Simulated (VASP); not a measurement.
# TaN (P-6m2) in VASP: notebook

Runs on TaN. Level: PBEsol. Tasks: single point.

Everything below comes from runs of VASP 6.6.1. Logs are shortened: lines on timing, memory, paths and dates and some standing lists are left out, and cuts for length are marked.

### 1 The cell of the first run

It takes space group P-6m2 (No. 187, hexagonal). The conventional cell has a = 2.866 Å, b = 2.866 Å, c = 2.988 Å, α = 90.00°, β = 90.00°, γ = 120.00°. Within 2.9 Å of Ta (site symmetry -6m2) lie 6 N at 2.23 Å and 6 Ta at 2.87 Å. Within 2.9 Å of N (site symmetry -6m2) lie 6 Ta at 2.23 Å and 6 N at 2.87 Å.

### 2 Single point, PBEsol (volume 10.628 Å^3 an atom, c/a of the conventional cell 1.0426)

File INCAR:

```
PREC = Accurate
ENCUT = 520
EDIFF = 1E-7
ISMEAR = 0
SIGMA = 0.15
LREAL = F
LASPH = T
NELM = 60
ALGO = Normal
ISIF = 2
LWAVE = F
LCHARG = F
GGA = PS
NBANDS = 15
```

File KPOINTS:

```
regular mesh
0
Gamma
  21 21 18
```

File POSCAR:

```
TaN
1.0
    2.8660288249      0.0000000000      0.0000000000
   -1.4330144124      2.4820537703      0.0000000000
    0.0000000000      0.0000000000      2.9881216528
Ta N
1 1
Direct
    0.3333333333      0.6666666667      0.5000000000
    0.0000000000      0.0000000000      0.0000000000
```

Potentials or basis: VASP PAW PBE potentials, release 64 (Ta_pv, N).

On the command line:

```bash
cat potpaw_PBE.64/Ta_pv/POTCAR potpaw_PBE.64/N/POTCAR > POTCAR
mpirun -np 1 vasp_std > vasp.out
```

OUTCAR:

```text
PREC = Accurate
   ENCUT = 520
   EDIFF = 1E-7
   ISMEAR = 0
   LREAL = F
   LASPH = T
   NELM = 60
   ISIF = 2
   GGA = PS

 ion  position               nearest neighbor table
   1  0.333  0.667  0.500-   2 2.23   2 2.23   2 2.23   2 2.23   2 2.23   2 2.23
   2  0.000  0.000  0.000-   1 2.23   1 2.23   1 2.23   1 2.23   1 2.23   1 2.23

  LATTYP: Found a hexagonal cell.
 ALAT       =     2.8660288249
 C/A-ratio  =     1.0426000000

  Lattice vectors:

 A1 = (   2.8660288249,   0.0000000000,   0.0000000000)
 A2 = (  -1.4330144124,   2.4820537703,   0.0000000000)
 A3 = (   0.0000000000,   0.0000000000,   2.9881216528)

Analysis of symmetry for initial positions (statically):
=====================================================================
 Subroutine PRICEL returns:
 Original cell was already a primitive cell.

 Routine SETGRP: Setting up the symmetry group for a
 hexagonal supercell.

 Subroutine GETGRP returns: Found 12 space group operations
 (whereof 12 operations were pure point group operations)
 out of a pool of 24 trial point group operations.

The static configuration has the point symmetry D_3h.

Analysis of symmetry for dynamics (positions and initial velocities):
=====================================================================
 Subroutine PRICEL returns:
 Original cell was already a primitive cell.

 Routine SETGRP: Setting up the symmetry group for a
 hexagonal supercell.

 Subroutine GETGRP returns: Found 12 space group operations
 (whereof 12 operations were pure point group operations)
 out of a pool of 24 trial point group operations.

The dynamic configuration has the point symmetry D_3h.

 Subroutine INISYM returns: Found 12 space group operations
 (whereof 12 operations are pure point group operations),
 and found     1 'primitive' translations

----------------------------------------------------------------------------------------

                                     Primitive cell

  volume of cell :      21.2564

  direct lattice vectors                    reciprocal lattice vectors
     2.866028825  0.000000000  0.000000000     0.348914844  0.201446079  0.000000000
    -1.433014412  2.482053770  0.000000000     0.000000000  0.402892158  0.000000000
     0.000000000  0.000000000  2.988121653     0.000000000  0.000000000  0.334658396

  length of vectors
     2.866028825  2.866028825  2.988121653     0.402892158  0.402892158  0.334658396

  position of ions in fractional coordinates (direct lattice)
     0.333333333  0.666666667  0.500000000
     0.000000000  0.000000000  0.000000000

  ion indices of the primitive-cell ions
   primitive index   ion index
                 1           1
                 2           2

----------------------------------------------------------------------------------------

 KPOINTS: regular mesh

Automatic generation of k-mesh.
 Grid dimensions read from file:
 generate k-points for:   21   21   18

 Generating k-lattice:

  Cartesian coordinates                     Fractional coordinates (reciprocal lattice)
     0.016614993  0.009592670  0.000000000     0.047619048  0.000000000  0.000000000
     0.000000000  0.019185341  0.000000000     0.000000000  0.047619048  0.000000000
     0.000000000  0.000000000  0.018592133     0.000000000  0.000000000  0.055555556

  Length of vectors
     0.019185341  0.019185341  0.018592133

  Shift w.r.t. Gamma in fractional coordinates (k-lattice)
     0.000000000  0.000000000  0.000000000

 Subroutine IBZKPT returns following result:
 ===========================================

 Found    480 irreducible k-points:

 Following reciprocal coordinates:
            Coordinates               Weight
  0.000000  0.000000  0.000000      1.000000
  0.047619  0.000000  0.000000      6.000000
  0.095238  0.000000  0.000000      6.000000
  0.142857 -0.000000  0.000000      6.000000
  0.190476  0.000000  0.000000      6.000000
  0.238095  0.000000  0.000000      6.000000
[... 16 lines left out ...]
  0.142857  0.095238  0.000000     12.000000
  0.190476  0.095238  0.000000     12.000000
 [... further k-points ...]
   k-points           NKPTS =    480   k-points in BZ     NKDIM =    480   number of bands    NBANDS=     15
   number of dos      NEDOS =    301   number of ions     NIONS =      2
   total plane-waves  NPLWV =  13824
   dimension x,y,z NGX =    24 NGY =   24 NGZ =   24
   dimension x,y,z NGXF=    48 NGYF=   48 NGZF=   48
   ions per type =               1   1
   NGX,Y,Z   is equivalent  to a cutoff of  13.92, 13.92, 13.35 a.u.
   NGXF,Y,Z  is equivalent  to a cutoff of  27.84, 27.84, 26.71 a.u.
 SYSTEM =  unknown system
   PREC   = accura    normal or accurate (medium, high low for compatibility)
   ISTART =      0    job   : 0-new  1-cont  2-samecut
   ICHARG =      2    charge: 1-file 2-atom 10-const
   ISPIN  =      1    spin polarized calculation?
   LNONCOLLINEAR =      F non collinear calculations
   LSORBIT =      F    spin-orbit coupling
   LASPH  =      T    aspherical Exc in radial PAW
   ENCUT  =  520.0 eV  38.22 Ry    6.18 a.u.   5.33  5.33  5.56*2*pi/ulx,y,z
   NELM   =     60;   NELMIN=  2; NELMDL= -5     # of ELM steps
   EDIFF  = 0.1E-06   stopping-criterion for ELM
   LREAL  =      F    real-space projection
   EDIFFG = 0.1E-05   stopping-criterion for IOM
   NSW    =      0    number of steps for IOM
   IBRION =     -1    ionic relax: 0-MD 1-quasi-New 2-CG
   NFREE  =      0    steps in history (QN), initial steepest desc. (CG)
   ISIF   =      2    stress and relaxation
   ISYM   =      2    0-nonsym 1-usesym 2-fastsym
   POTIM  = 0.5000    time-step for ionic-motion
   TEBEG  =    0.0;   TEEND  =   0.0 temperature during run
   PSTRESS=    0.0 pullay stress
   NELECT =      16.0000    total number of electrons
   NUPDOWN=      -1.0000    fix difference up-down
   EMIN   =  10.00;   EMAX   =-10.00  energy-range for DOS
   EFERMI =   0.00;   METHOD = LEGACY
   ISMEAR =     0;   SIGMA  =   0.15  broadening in eV -4-tet -1-fermi 0-gaus
   EFERMI_NEDOS =   21; number of points for ismear=-14 and -15
   IALGO  =     38    algorithm
   IMIX   =      4    mixing-type and parameters
     AMIX     =   0.40;   BMIX     =  1.00
     AMIX_MAG =   1.60;   BMIX_MAG =  1.00
  volume/ion in A,a.u.               =      10.63        71.72
  Fermi-wavevector in a.u.,A,eV,Ry     =   1.489195  2.814170 30.173653  2.217701
  Thomas-Fermi vector in A             =   2.602134
   LORBIT       =      0    0 simple, 1 ext, 2 COOP (PROOUT), +10 PAW based schemes
   GGA     = PS    functional components
   LHFCALC =     F    Hartree Fock is set to
   AEXX    =    0.0000 exact exchange contribution
   IVDW    =     0    specifies the selected vdW correction
   LEPSILON=     F    determine dielectric tensor
   LRPA    =     F    only Hartree local field effects (RPA)
 non-spin polarized calculation
 Gauss-broadening in eV      SIGMA  =   0.15
  energy-cutoff  :      520.00
  volume of cell :       21.26
 maximum number of plane-waves:       593
 NGX is ok and might be reduce to    24
   NGX = 11   NGY = 11   NGZ = 11

 number of electron      15.9999997 magnetization

 Free energy of the ion-electron system (eV)
  ---------------------------------------------------
  ext. energy  EPLUGINS =         0.00000000
  ---------------------------------------------------
  free energy    TOTEN  =       -23.70353030 eV

  energy without entropy =      -23.70288518  energy(sigma->0) =      -23.70320774

 E-fermi :   8.1646     XC(G=0): -13.5896

 val. band max:        8.1268725786   @ k =   0.0476   0.0000   0.5000
 cond. band min:       8.1660076476   @ k =   0.0476   0.0000   0.4444
 fundamental gap:      0.0391350690
 Fermi energy:         8.1645746803

 k-point     1 :       0.0000    0.0000    0.0000
  band No.  band energies     occupation
      1     -26.6804      2.00000
      2     -26.1853      2.00000
      3     -26.1853      2.00000
      4      -9.5361      2.00000
      5       3.7070      2.00000
      6       4.1026      2.00000
      7       4.1026      2.00000
      8       4.9599      2.00000
      9      11.0895      0.00000
     10      11.5346      0.00000
     11      11.5346      0.00000
     12      12.1963      0.00000
     13      12.1963      0.00000
     14      21.2621      0.00000
     15      21.6632      0.00000

 k-point     2 :       0.0476    0.0000    0.0000
  band No.  band energies     occupation
      1     -26.6762      2.00000
      2     -26.2163      2.00000
      3     -26.1918      2.00000
      4      -9.4848      2.00000
      5       3.7465      2.00000
      6       3.9837      2.00000
      7       4.1408      2.00000
      8       4.8834      2.00000
      9      11.2232      0.00000
     10      11.4724      0.00000
     11      11.5478      0.00000
     12      12.1666      0.00000
     13      12.2626      0.00000
     14      21.2792      0.00000
     15      21.6647      0.00000

 k-point     3 :       0.0952    0.0000    0.0000
  band No.  band energies     occupation
      1     -26.6641      2.00000
      2     -26.3056      2.00000
      3     -26.2109      2.00000
      4      -9.3350      2.00000
      5       3.4920      2.00000
      6       4.0434      2.00000
      7       4.2501      2.00000
      8       4.6705      2.00000
      9      11.0547      0.00000
     10      11.5935      0.00000
     11      11.8288      0.00000
     12      12.0814      0.00000
     13      12.4396      0.00000
     14      21.3128      0.00000
     15      21.6661      0.00000
[... 343 lines left out ...]
 k-point    23 :       0.1429    0.0952    0.0000
  band No.  band energies     occupation
      1     -26.6646      2.00000
      2     -26.6107      2.00000
      3     -26.3104      2.00000
      4      -8.6692      2.00000
      5       2.1879      2.00000
      6       3.8748      2.00000
      7       4.5904      2.00000
      8       4.8792      2.00000
      9      10.0391      0.00000
     10      11.5224      0.00000
     11      12.0434      0.00000
     12      13.1993      0.00000
     13      13.4992      0.00000
     14      21.4421      0.00000
     15      21.6873      0.00000

 k-point    24 :       0.1905    0.0952    0.0000
  band No.  band energies     occupation
      1     -26.8320      2.00000
      2     -26.5843      2.00000
      3     -26.3611      2.00000
      4      -8.3295      2.00000
      5       1.6679      2.00000
      6       3.5398      2.00000
      7       4.6718      2.00000
      8       5.2421      2.00000
      9       9.7774      0.00000
     10      11.2428      0.00000
     11      12.4198      0.00000
     12      13.4787      0.00000
     13      14.1210      0.00000
     14      21.5207      0.00000
     15      21.7722      0.00000

 [... further k-points ...]
[... 5 lines left out ...]
  --------------------------------------------------------------------------------------
  -------------------------------------------------------------------------------------
  Total        1.6902901      1.6902901     -3.4188771      0.0000000     -0.0000000     -0.0000000
  in kB      127.4036319    127.4036319   -257.6938540      0.0000000     -0.0000000     -0.0000000
  external PRESSURE =      -0.9621967 kB  Pullay stress =       0.0000000 kB

 VOLUME and BASIS-vectors are now :
 -----------------------------------------------------------------------------
  energy-cutoff  :      520.00
  volume of cell :       21.26
      direct lattice vectors                 reciprocal lattice vectors
     2.866028825  0.000000000  0.000000000     0.348914844  0.201446079  0.000000000
    -1.433014412  2.482053770  0.000000000     0.000000000  0.402892158  0.000000000
     0.000000000  0.000000000  2.988121653     0.000000000  0.000000000  0.334658396

 POSITION                                       TOTAL-FORCE (eV/Angst)
 -----------------------------------------------------------------------------------
     -0.00000      1.65470      1.49406         0.000000      0.000000      0.000000
      0.00000      0.00000      0.00000        -0.000000     -0.000000      0.000000
 -----------------------------------------------------------------------------------
    total drift:                                0.000000     -0.000000     -0.000000

  FREE ENERGIE OF THE ION-ELECTRON SYSTEM (eV)
  ---------------------------------------------------
  free  energy   TOTEN  =       -23.7035303003 eV

  energy  without entropy=      -23.7028851760  energy(sigma->0) =      -23.70320774
```

Wall time 86 s (1 thread of Intel Xeon 6975P-C (Granite Rapids), shared host); peak memory 0.26 GiB.

Results:

```
Free energy            : -23.7035 eV
Pressure               : -0.1 GPa
Band gap on the k mesh : zero (band 8 reaches 8.48 eV, above the bottom of band 9 at 8.04 eV)
```

Caveat: the PAW data sets were made with another functional, which shifts forces and pressure a little; spin-orbit coupling is left out, which moves the levels of the heavy elements.

### 3 Single point, PBEsol (volume 10.628 Å^3 an atom, c/a of the conventional cell 0.9623)

File INCAR:

```
SYSTEM = TaN
ALGO = Normal
EDIFF = 1E-7
ENCUT = 520
GGA = PS
ISIF = 2
ISMEAR = 0
LASPH = .TRUE.
LCHARG = .FALSE.
LREAL = .FALSE.
LWAVE = .FALSE.
NBANDS = 15
NELM = 80
PREC = Accurate
SIGMA = 0.15
```

File KPOINTS:

```
k-points
0
G
  21 21 18
  0 0 0
```

File POSCAR:

```
TaN
1.0
    2.9436282728      0.0000000000      0.0000000000
   -1.4718141364      2.5492568636      0.0000000000
    0.0000000000      0.0000000000      2.8326534869
Ta N
1 1
Direct
    0.3333333333      0.6666666667      0.5000000000
    0.0000000000      0.0000000000      0.0000000000
```

Potentials or basis: VASP PAW PBE potentials, release 64 (Ta_pv, N).

On the command line:

```bash
cat potpaw_PBE.64/Ta_pv/POTCAR potpaw_PBE.64/N/POTCAR > POTCAR
mpirun -np 1 vasp_std > vasp.out
```

Wall time 88 s (1 thread of Intel Xeon 6975P-C (Granite Rapids), shared host); peak memory 0.27 GiB.

The run converged. Its results:

| Property | Result |
| --- | --- |
| Free energy | -23.7937 eV |
| Pressure | 1.5 GPa |
| Band gap on the k mesh | zero (band 8 reaches 8.52 eV, above the bottom of band 9 at 8.16 eV) |

Stress tensor (GPa, compression positive):
```
-2.98  0.00  0.00
 0.00 -2.98  0.00
 0.00  0.00 10.47
```

Levels at points of the mesh, in eV from the Fermi level:
```
           k point  band 6  band 7  band 8  band 9  band 10  band 11
(0.00, 0.00, 0.00)   -4.76   -4.23   -2.78    2.18     3.79     3.79
(0.00, 0.00, 0.50)   -3.93   -3.93   -0.07   -0.07     2.78     3.22
```

Caveat: the PAW data sets were made with another functional, which shifts forces and pressure a little; spin-orbit coupling is left out, which moves the levels of the heavy elements.
